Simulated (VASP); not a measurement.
# TaAl2 in VASP: a series of runs

TaAl2 is run at these levels: PBE; tasks: single point, relaxation of cell and atoms.

Program: VASP 6.6.1. These are calculated values, not measurements. Logs are shortened: lines on timing, memory, paths and dates and some standing lists are left out, and cuts for length are marked.

### Step 1. The cell of the first run

The typed cell holds 6 atoms: a = 5.550 Å, b = 5.550 Å, c = 5.550 Å, α = 104.45°, β = 104.45°, γ = 120.07°.

### Step 2. Single point, PBE

Input file INCAR:

```
ALGO     = Normal         # electronic algorithm
EDIFF    = 1E-6           # SCF threshold, eV
ENCUT    = 520            # plane-wave cutoff, eV
GGA      = PE             # functional
ISIF     = 2              # what is computed and relaxed
ISMEAR   = 0              # smearing method
LASPH    = True           # aspherical terms in the spheres
LCHARG   = True           # write CHGCAR
LELF     = True           # ELF
LREAL    = False          # projectors in reciprocal space
LVHAR    = True         
LWAVE    = False          # write WAVECAR
NBANDS   = 26             # bands
NELM     = 100            # most SCF steps
PREC     = Accurate       # precision mode
SIGMA    = 0.1            # smearing width, eV
```

Input file KPOINTS:

```
k-points
0
Gamma
  4 4 4
```

Input file POSCAR:

```
TaAl2
1.0
   -3.3997178953      3.3997178953      2.7721523506
    3.3997178953     -3.3997178953      2.7721523506
    3.3997178953      3.3997178953     -2.7721523506
Ta Al
2 4
Direct
    0.2500000000      0.2500000000      0.0000000000
    0.7500000000      0.7500000000      0.0000000000
    0.7499395249      0.2499395249      0.9998790498
    0.2499395249      0.2500604751      0.5000000000
    0.2500604751      0.7500604751      0.0001209502
    0.7500604751      0.7499395249      0.5000000000
```

Potentials or basis: VASP PAW PBE potentials, release 64 (Ta_pv, Al).

The run is started by

```console
> cat potpaw_PBE.64/Ta_pv/POTCAR potpaw_PBE.64/Al/POTCAR > POTCAR
> mpirun -np 1 vasp_std > vasp.out
```

OUTCAR:

```text
EDIFF = 1E-6
   ENCUT = 520
   GGA = PE
   ISIF = 2
   ISMEAR = 0
   LASPH = True
   LREAL = False
   NELM = 100
   PREC = Accurate

 ion  position               nearest neighbor table
   1  0.250  0.250  0.000-   2 2.77   2 2.77   6 2.77   3 2.77   4 2.77   5 2.77   4 2.77   6 2.77
                             3 2.77   5 2.77
   2  0.750  0.750  0.000-   1 2.77   1 2.77   5 2.77   3 2.77   5 2.77   6 2.77   6 2.77   3 2.77
                             4 2.77   4 2.77
   3  0.750  0.250  1.000-   5 2.77   5 2.77   2 2.77   1 2.77   2 2.77   1 2.77
   4  0.250  0.250  0.500-   6 2.77   6 2.77   1 2.77   1 2.77   2 2.77   2 2.77
   5  0.250  0.750  0.000-   3 2.77   3 2.77   1 2.77   1 2.77   2 2.77   2 2.77
   6  0.750  0.750  0.500-   4 2.77   4 2.77   2 2.77   2 2.77   1 2.77   1 2.77

  LATTYP: Found a body centered tetragonal cell.
 ALAT       =     6.7994357906
 C/A-ratio  =     0.8154065825

  Lattice vectors:

 A1 = (  -3.3997178953,   3.3997178953,   2.7721523506)
 A2 = (   3.3997178953,  -3.3997178953,   2.7721523506)
 A3 = (   3.3997178953,   3.3997178953,  -2.7721523506)

Analysis of symmetry for initial positions (statically):
=====================================================================
 Subroutine PRICEL returns:
 Original cell was already a primitive cell.

 Routine SETGRP: Setting up the symmetry group for a
 body centered tetragonal supercell.

 Subroutine GETGRP returns: Found 16 space group operations
 (whereof  8 operations were pure point group operations)
 out of a pool of 16 trial point group operations.

The static configuration has the point symmetry C_4h.
 The point group associated with its full space group is D_4h.

Analysis of symmetry for dynamics (positions and initial velocities):
=====================================================================
 Subroutine PRICEL returns:
 Original cell was already a primitive cell.

 Routine SETGRP: Setting up the symmetry group for a
 body centered tetragonal supercell.

 Subroutine GETGRP returns: Found 16 space group operations
 (whereof  8 operations were pure point group operations)
 out of a pool of 16 trial point group operations.

The dynamic configuration has the point symmetry C_4h.
 The point group associated with its full space group is D_4h.

 Subroutine INISYM returns: Found 16 space group operations
 (whereof  8 operations are pure point group operations),
 and found     1 'primitive' translations
[... 91 lines left out ...]
   EDIFF  = 0.1E-05   stopping-criterion for ELM
   LREAL  =      F    real-space projection
   EDIFFG = 0.1E-04   stopping-criterion for IOM
   NSW    =      0    number of steps for IOM
   IBRION =     -1    ionic relax: 0-MD 1-quasi-New 2-CG
   NFREE  =      0    steps in history (QN), initial steepest desc. (CG)
   ISIF   =      2    stress and relaxation
   ISYM   =      2    0-nonsym 1-usesym 2-fastsym
   POTIM  = 0.5000    time-step for ionic-motion
   TEBEG  =    0.0;   TEEND  =   0.0 temperature during run
   PSTRESS=    0.0 pullay stress
   NELECT =      34.0000    total number of electrons
   NUPDOWN=      -1.0000    fix difference up-down
   EMIN   =  10.00;   EMAX   =-10.00  energy-range for DOS
   EFERMI =   0.00;   METHOD = LEGACY
   ISMEAR =     0;   SIGMA  =   0.10  broadening in eV -4-tet -1-fermi 0-gaus
   EFERMI_NEDOS =   21; number of points for ismear=-14 and -15
   IALGO  =     38    algorithm
   IMIX   =      4    mixing-type and parameters
     AMIX     =   0.40;   BMIX     =  1.00
     AMIX_MAG =   1.60;   BMIX_MAG =  1.00
  volume/ion in A,a.u.               =      21.36       144.15
  Fermi-wavevector in a.u.,A,eV,Ry     =   1.051914  1.987829 15.055157  1.106523
  Thomas-Fermi vector in A             =   2.186976
   LORBIT       =      0    0 simple, 1 ext, 2 COOP (PROOUT), +10 PAW based schemes
   GGA     = PE    functional components
   LHFCALC =     F    Hartree Fock is set to
   AEXX    =    0.0000 exact exchange contribution
   IVDW    =     0    specifies the selected vdW correction
   LEPSILON=     F    determine dielectric tensor
   LRPA    =     F    only Hartree local field effects (RPA)
 non-spin polarized calculation
 Gauss-broadening in eV      SIGMA  =   0.10
  energy-cutoff  :      520.00
  volume of cell :      128.16
 maximum number of plane-waves:      3467
 NGX is ok and might be reduce to    42

 number of electron      34.0000000 magnetization

 Free energy of the ion-electron system (eV)
  ---------------------------------------------------
  ext. energy  EPLUGINS =         0.00000000
  ---------------------------------------------------
  free energy    TOTEN  =       -38.25204261 eV

  energy without entropy =      -38.23351504  energy(sigma->0) =      -38.24277883

 E-fermi :   4.4838     XC(G=0):  -9.7947

 val. band max:        4.4809387153   @ k =   0.2500   0.2500  -0.0000
 cond. band min:       4.6451546297   @ k =   0.0000   0.0000   0.0000
 fundamental gap:      0.1642159144
 Fermi energy:         4.4837816649

 k-point     1 :       0.0000    0.0000    0.0000
  band No.  band energies     occupation
      1     -29.6639      2.00000
      2     -29.3733      2.00000
      3     -29.3733      2.00000
      4     -29.2493      2.00000
      5     -29.2493      2.00000
      6     -28.6206      2.00000
[... 366 lines left out ...]
     25      10.2274      0.00000
     26      10.2274      0.00000

------------------------ aborting loop because EDIFF is reached ----------------------------------------

  FORCE on cell =-STRESS in cart. coord.  units (eV):
  Direction    XX          YY          ZZ          XY          YZ          ZX
  --------------------------------------------------------------------------------------
  -------------------------------------------------------------------------------------
  Total        0.2863775      0.2863775      0.2057298      0.0000000      0.0000000     -0.0000000
  in kB        3.5800292      3.5800292      2.5718464      0.0000000      0.0000000     -0.0000000
  external PRESSURE =       3.2439683 kB  Pullay stress =       0.0000000 kB

 VOLUME and BASIS-vectors are now :
 -----------------------------------------------------------------------------
  energy-cutoff  :      520.00
  volume of cell :      128.16
      direct lattice vectors                 reciprocal lattice vectors
    -3.399717895  3.399717895  2.772152351     0.000000000  0.147071026  0.180365267
     3.399717895 -3.399717895  2.772152351     0.147071026  0.000000000  0.180365267
     3.399717895  3.399717895 -2.772152351     0.147071026  0.147071026  0.000000000

 POSITION                                       TOTAL-FORCE (eV/Angst)
 -----------------------------------------------------------------------------------
      0.00000      0.00000      1.38608         0.000000      0.000000     -0.000000
      0.00000      0.00000      4.15823         0.000000      0.000000     -0.000000
      1.69945      5.09917      0.00000         0.000354      0.000354      0.000000
      1.70027      1.69945      0.00000        -0.000354      0.000354     -0.000000
      1.70027     -1.69945      2.77215        -0.000354     -0.000354      0.000000
      1.69945      1.70027      2.77215         0.000354     -0.000354     -0.000000
 -----------------------------------------------------------------------------------
    total drift:                               -0.000000      0.000000     -0.000000

  FREE ENERGIE OF THE ION-ELECTRON SYSTEM (eV)
  ---------------------------------------------------
  free  energy   TOTEN  =       -38.2520426120 eV

  energy  without entropy=      -38.2335150419  energy(sigma->0) =      -38.24277883
```

stdout:

```text
POSCAR found type information on POSCAR TaAl
 POSCAR found :  2 types and       6 ions
 scaLAPACK will be used
 LDA part: xc-table for (Slater+PW92), standard interpolation
 POSCAR, INCAR and KPOINTS ok, starting setup
 FFT: planning ... GRIDC
 FFT: planning ... GRID_SOFT
 FFT: planning ... GRID
 WAVECAR not read
 entering main loop
```

Wall time 59 s (1 thread of Intel Xeon Platinum 8259CL at 2.50GHz (Skylake/Cascade Lake), shared host); peak memory 0.26 GiB.

What came out:

- Free energy: -38.2520 eV
- Pressure: 0.3 GPa
- Band gap on the k mesh: zero (bands 17 and 18 overlap by 0.78 eV)

Caveat: the k points lie up to 0.37 Å⁻¹ apart, too coarse for converged energies and pressures of a metal; spin-orbit coupling is left out, which moves the levels of the heavy elements.

### Step 3. Single point, PBE

This run uses another cell than the first one: it holds 3 atoms, not 6.

Input file INCAR:

```
PREC = Accurate
ENCUT = 520
EDIFF = 1E-6
ISMEAR = 0
SIGMA = 0.1
LREAL = False
LASPH = True
NELM = 100
ALGO = Fast
ISIF = 2
LWAVE = False
LCHARG = False
GGA = PE
NBANDS = 16
```

Input file KPOINTS:

```
Automatic mesh
0
Gamma
  10 10 16
```

Input file POSCAR:

```
TaAl2
1.0
    4.8090009771      0.0000000000      0.0000000000
    0.0000000000      4.8090009771      0.0000000000
    0.0000000000      0.0000000000      2.7732931683
Ta Al
1 2
Direct
    0.0000000000      0.0000000000      0.5000000000
    0.5000000000      0.0000000000      0.0000000000
    0.0000000000      0.5000000000      0.0000000000
```

Potentials or basis: VASP PAW PBE potentials, release 64 (Ta_pv, Al).

The run is started by

```console
> cat potpaw_PBE.64/Ta_pv/POTCAR potpaw_PBE.64/Al/POTCAR > POTCAR
> mpirun -np 1 vasp_std > vasp.out
```

It took 1.7 min on 1 thread of Intel Xeon Platinum 8259CL at 2.50GHz (Skylake/Cascade Lake), shared host; peak memory 0.32 GiB.

It converged, with:

- Free energy: -19.1124 eV
- Pressure: 0.0 GPa
- Band gap on the k mesh: zero (an odd number of electrons rules out a gap without spin polarisation)

Levels at points of the mesh, in eV from the Fermi level:
```
           k point  band 6  band 7  band 8  band 9  band 10  band 11
(0.00, 0.00, 0.00)   -2.27   -1.26   -1.26   -0.13     3.22     3.86
(0.50, 0.00, 0.00)   -3.00   -1.55   -0.81   -0.10     1.02     3.69
(0.50, 0.50, 0.00)   -5.40   -3.49   -0.85   -0.71     3.41     3.71
(0.00, 0.00, 0.50)   -2.56   -2.56   -1.95    1.84     1.84     4.50
(0.50, 0.00, 0.50)   -2.43   -1.89   -1.37    0.60     1.26     3.11
(0.50, 0.50, 0.50)   -1.03   -1.03   -0.05    0.17     0.37     0.95
```

Caveat: spin-orbit coupling is left out, which moves the levels of the heavy elements.

### Step 4. Relaxation of cell and atoms, PBE

This run uses another cell than the first one: it holds 3 atoms, not 6.

Input file INCAR:

```
SYSTEM = TaAl2
  ALGO = Fast
  EDIFF = 1E-6
  EDIFFG = -0.01
  ENCUT = 600
  GGA = PE
  IBRION = 2
  ISIF = 3
  ISMEAR = 0
  LASPH = .True.
  LCHARG = .False.
  LREAL = .False.
  LWAVE = .False.
  NELM = 80
  NSW = 100
  PREC = Accurate
  SIGMA = 0.1
```

Input file KPOINTS:

```
k-points
0
Gamma
  10 10 16
  0 0 0
```

Input file POSCAR:

```
TaAl2
1.0
    4.8079271557      0.0000000000      0.0000000000
    0.0000000000      4.8079271557      0.0000000000
    0.0000000000      0.0000000000      2.7721523506
Ta Al
1 2
Direct
    0.0000000000      0.0000000000      0.5000000000
    0.5000000000      0.0000000000      0.0000000000
    0.0000000000      0.5000000000      0.0000000000
```

Potentials or basis: VASP PAW PBE potentials, release 64 (Ta_pv, Al).

The run is started by

```console
> cat potpaw_PBE.64/Ta_pv/POTCAR potpaw_PBE.64/Al/POTCAR > POTCAR
> mpirun -np 1 vasp_std > vasp.out
```

OUTCAR:

```text
SYSTEM = TaAl2
   EDIFF = 1E-6
   EDIFFG = -0.01
   ENCUT = 600
   GGA = PE
   IBRION = 2
   ISIF = 3
   ISMEAR = 0
   LASPH = .True.
   LREAL = .False.
   NELM = 80
   NSW = 100
   PREC = Accurate

 ion  position               nearest neighbor table
   1  0.000  0.000  0.500-   2 2.77   3 2.77   2 2.77   3 2.77   3 2.77   3 2.77   2 2.77   2 2.77

   2  0.500  0.000  0.000-   1 2.77   1 2.77   1 2.77   1 2.77
   3  0.000  0.500  0.000-   1 2.77   1 2.77   1 2.77   1 2.77

  LATTYP: Found a simple tetragonal cell.
 ALAT       =     4.8079271557
 C/A-ratio  =     0.5765795239

  Lattice vectors:

 A1 = (   4.8079271557,   0.0000000000,   0.0000000000)
 A2 = (   0.0000000000,   4.8079271557,   0.0000000000)
 A3 = (   0.0000000000,   0.0000000000,   2.7721523506)

Analysis of symmetry for initial positions (statically):
[... 275 lines left out ...]
      5      -0.5066      2.00000
      6       2.1803      2.00000
      7       3.1913      2.00000
      8       3.1913      2.00000
      9       4.3216      1.93382
     10       7.6729      0.00000
     11       8.3161      0.00000
     12       8.3161      0.00000
[... 331 lines left out ...]
 k-point    24 :       0.2000    0.0000    0.0625
  band No.  band energies     occupation
      1     -29.3932      2.00000
      2     -29.3916      2.00000
      3     -28.7093      2.00000
      4      -3.6456      2.00000
      5      -0.6291      2.00000
      6       1.8841      2.00000
      7       3.1011      2.00000
      8       3.3775      2.00000
      9       4.3223      1.93239
     10       7.0201      0.00000
     11       8.0759      0.00000
     12       8.0921      0.00000

 [... further k-points ...]

------------------------ aborting loop because EDIFF is reached ----------------------------------------

  FORCE on cell =-STRESS in cart. coord.  units (eV):
  Direction    XX          YY          ZZ          XY          YZ          ZX
  --------------------------------------------------------------------------------------
  -------------------------------------------------------------------------------------
  Total        0.0042426      0.0042426      0.0099114      0.0000000      0.0000000     -0.0000000
  in kB        0.1059621      0.1059621      0.2475470      0.0000000      0.0000000     -0.0000000
  external PRESSURE =       0.1531571 kB  Pullay stress =       0.0000000 kB
[... 18 lines left out ...]
  FREE ENERGIE OF THE ION-ELECTRON SYSTEM (eV)
  ---------------------------------------------------
  free  energy   TOTEN  =       -19.1129492846 eV

  energy  without entropy=      -19.1017982298  energy(sigma->0) =      -19.10737376

 reached required accuracy - stopping structural energy minimisation
```

OSZICAR:

```text
N       E                     dE             d eps       ncg     rms          rms(c)
DAV:   1     0.687009074724E+02    0.68701E+02   -0.88058E+03  4560   0.133E+03
DAV:   2    -0.169714544848E+02   -0.85672E+02   -0.82546E+02  5232   0.259E+02
[... 20 lines left out ...]
   2 F= -.19112907E+02 E0= -.19107330E+02  d E =0.162822E-04
       N       E                     dE             d eps       ncg     rms          rms(c)
DAV:   1    -0.191131437545E+02   -0.23605E-03   -0.51788E-03  5356   0.887E-01    0.104E-01
RMM:   2    -0.191129593271E+02    0.18443E-03   -0.60348E-04  4557   0.183E-01    0.306E-02
RMM:   3    -0.191129517664E+02    0.75607E-05   -0.11207E-04  4797   0.752E-02    0.121E-02
RMM:   4    -0.191129486935E+02    0.30729E-05   -0.16204E-05  4547   0.342E-02    0.478E-03
RMM:   5    -0.191129492846E+02   -0.59115E-06   -0.46331E-06  3525   0.162E-02
   3 F= -.19112949E+02 E0= -.19107374E+02  d E =-.258264E-04
```

CONTCAR:

```text
TaAl2
   1.00000000000000
     4.8093700213991886    0.0000000000000000    0.0000000000000000
     0.0000000000000000    4.8093700213991886    0.0000000000000000
     0.0000000000000000    0.0000000000000000    2.7733982053802073
  Ta              Al
     1     2
Direct
     0.0000000000000000    0.0000000000000000    0.5000000000000000
     0.5000000000000000    0.0000000000000000    0.0000000000000000
     0.0000000000000000    0.5000000000000000    0.0000000000000000

  0.00000000E+00  0.00000000E+00  0.00000000E+00
  0.00000000E+00  0.00000000E+00  0.00000000E+00
  0.00000000E+00  0.00000000E+00  0.00000000E+00
```

Run time: 3.5 min. Hardware: 1 thread of Intel Xeon Platinum 8259CL at 2.50GHz (Skylake/Cascade Lake), shared host; peak memory 0.35 GiB.

What came out:

```yaml
Free_energy: -19.1129 eV
Relaxed_volume: 21.38 Å³/atom
Relaxed_cell: a = 4.809 Å, b = 4.809 Å, c = 2.773 Å, α = 90.00°, β = 90.00°, γ = 90.00°
Space_group_after_relaxing_to_0.1_Å: P4/mmm (No. 123)
Energy_gained_by_relaxing: 0.0 meV/atom
Ionic_steps: 3
Pressure_after_relaxing: 0.0 GPa
Band_gap_on_the_k_mesh: zero (an odd number of electrons rules out a gap without spin polarisation)
```

Final structure:
```cif
data_structure
_symmetry_space_group_name_H-M 'P 1'
_symmetry_Int_Tables_number 1
_cell_length_a 4.8094
_cell_length_b 4.8094
_cell_length_c 2.7734
_cell_angle_alpha 90.000
_cell_angle_beta 90.000
_cell_angle_gamma 90.000
_cell_volume 64.15
loop_
_atom_site_label
_atom_site_type_symbol
_atom_site_fract_x
_atom_site_fract_y
_atom_site_fract_z
_atom_site_occupancy
Ta1 Ta 0.00000 0.00000 0.50000 1
Al1 Al 0.50000 0.00000 0.00000 1
Al2 Al 0.00000 0.50000 0.00000 1
```

Caveat: spin-orbit coupling is left out, which moves the levels of the heavy elements.

### Step 5. Overview

| task | cell | k mesh | cutoff (eV) | gap on the mesh (eV) | pressure (GPa) |
| --- | --- | --- | --- | --- | --- |
| single point | a = 5.550 Å, angles 104.4, 104.4, 120.1°, 6 atoms, atomic positions A | 4 × 4 × 4 | 520 | none | 0.3 |
| single point | a = 4.809, b = 4.809, c = 2.773 Å, 3 atoms, atomic positions B | 10 × 10 × 16 | 520 | none | 0.0 |
| relaxation of cell and atoms | relaxed from a = 4.808, b = 4.808, c = 2.772 Å, 3 atoms, atomic positions B | 10 × 10 × 16 | 600 | none | 0.0 |

Alike in all rows: level PBE; potentials or basis VASP PAW PBE potentials, release 64 (Ta_pv, Al); no spin polarisation; smearing gaussian 0.1 eV.

Caveats: some runs use coarse meshes; spin-orbit coupling is left out, which moves the levels of the heavy elements.

Absolute energies hang on the potentials; compare differences alone.
